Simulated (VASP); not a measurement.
Runs of VASP 6.6.1 on HfGe (zincblende type). The structure is that of space group F-43m (No. 216), or close to it. The cells are those of the table. 

```tsv
task	cell	k mesh for the DOS	occupations for the DOS	gap on the mesh (eV)	pressure (GPa)
single point	a = 4.213 Å, angles 60.0°, 2 atoms	-	-	(c)	-0.1
single point	a = 4.068 Å, angles 60.0°, 2 atoms	-	-	none	(a)
single point	a = 3.104 Å, angles 60.0°, 2 atoms	-	-	none	380.7
single point	a = 3.553 Å, angles 60.0°, 2 atoms	-	-	none	97.7
single point	a = 3.741 Å, angles 60.0°, 2 atoms	-	-	none	(b)
single point	a = 3.911 Å, angles 60.0°, 2 atoms	-	-	none	24.8
single point	a = 3.344 Å, angles 60.0°, 2 atoms	-	-	none	187.2
```

Alike in all rows: level LDA; potentials or basis VASP PAW LDA potentials, release 64 (Hf_pv, Ge_d); no spin polarisation; k mesh 11 × 11 × 11; cutoff (eV) 520; smearing fermi-dirac 0.05 eV.

Problem. Fill in the values left out.

Solution. (a) 9.3; (b) 51.0; (c) 0.08.

Caveats: spin-orbit coupling is left out, which moves the levels of the heavy elements.

A k mesh can miss the band edges, and the runs leave out spin-orbit coupling on Ge, Hf.

A gap of «none» marks levels without a gap at the run's occupations.
